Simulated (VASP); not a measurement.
# Ni (P6/mmm) in VASP: notebook, part 2 of 2

VASP 6.6.1. The steps go on from the part before.

### Step 3. Single point, PBEsol, collinear spin, ferromagnetic start

This run uses another cell than the first one: it holds 1 atom, not 2.

File INCAR:

```
SYSTEM = Ni
ALGO = Normal
EDIFF = 1E-6
ENCUT = 520
GGA = PS
ISIF = 2
ISMEAR = 0
ISPIN = 2
LASPH = .TRUE.
LCHARG = .FALSE.
LMAXMIX = 4
LORBIT = 11
LREAL = .FALSE.
LWAVE = .FALSE.
MAGMOM = 0.61
NBANDS = 15
NELM = 150
PREC = Accurate
SIGMA = 0.1
```

File KPOINTS:

```
k-points
0
G
  27 27 24
  0 0 0
```

File POSCAR:

```
Ni
1.0
    2.3711592684      0.0000000000      0.0000000000
   -1.1855796342      2.0534841628      0.0000000000
    0.0000000000      0.0000000000      2.3053020944
Ni
1
Direct
    0.0000000000      0.0000000000      0.0000000000
```

Potentials or basis: VASP PAW PBE potentials, release 64 (Ni).

On the command line:

```sh
cat potpaw_PBE.64/Ni/POTCAR > POTCAR
mpirun -np 1 vasp_std > vasp.out
```

OUTCAR:

```text
SYSTEM = Ni
   EDIFF = 1E-6
   ENCUT = 520
   GGA = PS
   ISIF = 2
   ISMEAR = 0
   ISPIN = 2
   LASPH = .TRUE.
   LORBIT = 11
   LREAL = .FALSE.
   NELM = 150
   PREC = Accurate

 ion  position               nearest neighbor table
   1  0.000  0.000  0.000-

  LATTYP: Found a hexagonal cell.
 ALAT       =     2.3711592684
 C/A-ratio  =     0.9722257484
[... 1074 lines left out ...]

  FORCE on cell =-STRESS in cart. coord.  units (eV):
  Direction    XX          YY          ZZ          XY          YZ          ZX
  --------------------------------------------------------------------------------------
  -------------------------------------------------------------------------------------
  Total       -0.0050967     -0.0050967     -0.0193797      0.0000000      0.0000000      0.0000000
  in kB       -0.7274762     -0.7274762     -2.7661568      0.0000000      0.0000000      0.0000000
  external PRESSURE =      -1.4070364 kB  Pullay stress =       0.0000000 kB

 VOLUME and BASIS-vectors are now :
 -----------------------------------------------------------------------------
  energy-cutoff  :      520.00
  volume of cell :       11.22
      direct lattice vectors                 reciprocal lattice vectors
     2.371159268  0.000000000  0.000000000     0.421734640  0.243488608  0.000000000
    -1.185579634  2.053484163  0.000000000     0.000000000  0.486977216  0.000000000
     0.000000000  0.000000000  2.305302094     0.000000000  0.000000000  0.433782628

 POSITION                                       TOTAL-FORCE (eV/Angst)
 -----------------------------------------------------------------------------------
      0.00000      0.00000      0.00000        -0.000000      0.000000      0.000000
 -----------------------------------------------------------------------------------
    total drift:                                0.000000      0.000000      0.000000

  FREE ENERGIE OF THE ION-ELECTRON SYSTEM (eV)
  ---------------------------------------------------
  free  energy   TOTEN  =        -5.7021562938 eV

  energy  without entropy=       -5.6927473785  energy(sigma->0) =       -5.69745184

 total charge

# of ion       s       p       d       tot
------------------------------------------
    1        0.530   0.478   8.359   9.367

 magnetization (x)

# of ion       s       p       d       tot
------------------------------------------
    1       -0.003  -0.007   0.421   0.411
```

stdout:

```text
POSCAR found type information on POSCAR Ni
 POSCAR found :  1 types and       1 ions
 scaLAPACK will be used
 -----------------------------------------------------------------------------
|                                                                             |
|                                                                             |
|     You enforced a specific xc type in the INCAR file but a different       |
|     I HOPE YOU KNOW WHAT YOU ARE DOING!                                     |
|                                                                             |
 -----------------------------------------------------------------------------

 LDA part: xc-table for (Slater+PW92), standard interpolation
 POSCAR, INCAR and KPOINTS ok, starting setup
 FFT: planning ... GRIDC
 FFT: planning ... GRID_SOFT
 FFT: planning ... GRID
 WAVECAR not read
 entering main loop
```

Run time: 3.3 min. Hardware: 1 thread of Intel Xeon Platinum 8488C (Sapphire Rapids), shared host; peak memory 0.33 GiB.

What came out:

```
Free energy                                           : -5.7022 eV
Pressure                                              : -0.1 GPa
Net moment                                            : 0.41 μB per cell
Site moments                                          : Ni +0.41 μB
Valence electrons inside the program's atomic spheres : Ni 9.37
```

Caveat: the PAW data sets were made with another functional, which shifts forces and pressure a little.

### Step 4. Single point, PBEsol, collinear spin, ferromagnetic start

This run uses another cell than the first one: it holds 1 atom, not 2.

File INCAR:

```
PREC = Accurate
ENCUT = 520
EDIFF = 1E-6
ISMEAR = 0
SIGMA = 0.1
LREAL = False
LASPH = True
NELM = 150
ALGO = Normal
ISIF = 2
LWAVE = False
LCHARG = False
ISPIN = 2
MAGMOM = 2
LORBIT = 11
LMAXMIX = 4
GGA = PS
NBANDS = 15
```

File KPOINTS:

```
Automatic mesh
0
Gamma
  9 9 8
```

File POSCAR:

```
Ni
1.0
    2.3699257234      0.0000000000      0.0000000000
   -1.1849628617      2.0524158815      0.0000000000
    0.0000000000      0.0000000000      2.2143993478
Ni
1
Direct
    0.0000000000      0.0000000000      0.0000000000
```

On the command line:

```sh
cat potpaw_PBE.64/Ni/POTCAR > POTCAR
mpirun -np 1 vasp_std > vasp.out
```

Run time: 12 s. Hardware: 1 thread of Intel Xeon Platinum 8488C (Sapphire Rapids), shared host; peak memory 0.12 GiB.

Results (log left out):

```yaml
Free_energy: -5.6721 eV
Pressure: 9.2 GPa
Net_moment: 0.53 μB per cell
Site_moments: Ni +0.53 μB
Valence_electrons_inside_the_program's_atomic_spheres: Ni 9.44
```

Stress tensor (GPa, compression positive):
```
 2.88  0.00  0.00
 0.00  2.88  0.00
 0.00  0.00 21.84
```

Levels at points of the mesh, in eV from the Fermi level:
Spin up:
| k point | band 2 | band 3 | band 4 | band 5 | band 6 | band 7 | band 8 | band 9 |
| --- | --- | --- | --- | --- | --- | --- | --- | --- |
| (0.00, 0.00, 0.00) | -4.24 | -2.31 | -2.31 | -0.25 | -0.25 | 21.19 | 23.80 | 26.27 |
| (0.00, 0.00, 0.50) | -1.97 | -1.97 | -1.52 | -1.49 | -1.49 | 4.40 | 29.25 | 31.73 |
Spin down:
| k point | band 1 | band 2 | band 3 | band 4 | band 5 | band 6 | band 7 | band 8 | band 9 | band 10 |
| --- | --- | --- | --- | --- | --- | --- | --- | --- | --- | --- |
| (0.00, 0.00, 0.00) | -9.04 | -3.74 | -1.78 | -1.78 | 0.35 | 0.35 | 21.24 | 23.74 | 26.42 | 27.25 |
| (0.00, 0.00, 0.50) | -4.29 | -1.51 | -1.42 | -1.42 | -0.94 | -0.94 | 4.81 | 29.21 | 31.70 | 31.70 |

Caveat: the PAW data sets were made with another functional, which shifts forces and pressure a little.

### Step 5. The runs side by side

```csv
cell,k mesh,gap on the mesh (eV),pressure (GPa),moment (μB)
"a = 3.825, b = 3.825, c = 2.271 Å, angles 90.0, 90.0, 120.0°, 2 atoms",18 × 18 × 24,none,-0.1,0.95
"a = 2.371, b = 2.371, c = 2.305 Å, angles 90.0, 90.0, 120.0°, 1 atom",27 × 27 × 24,none,-0.1,0.41
"a = 2.370, b = 2.370, c = 2.214 Å, angles 90.0, 90.0, 120.0°, 1 atom",9 × 9 × 8,none,9.2,0.53
```

Alike in all rows: task single point; level PBEsol; potentials or basis VASP PAW PBE potentials, release 64 (Ni); spin collinear, ferromagnetic start; cutoff (eV) 520; smearing gaussian 0.1 eV.

Caveats: the PAW data sets were made with another functional, which shifts forces and pressure a little.

Total energies depend on the potentials used, so only differences within one code and one set of settings carry meaning.
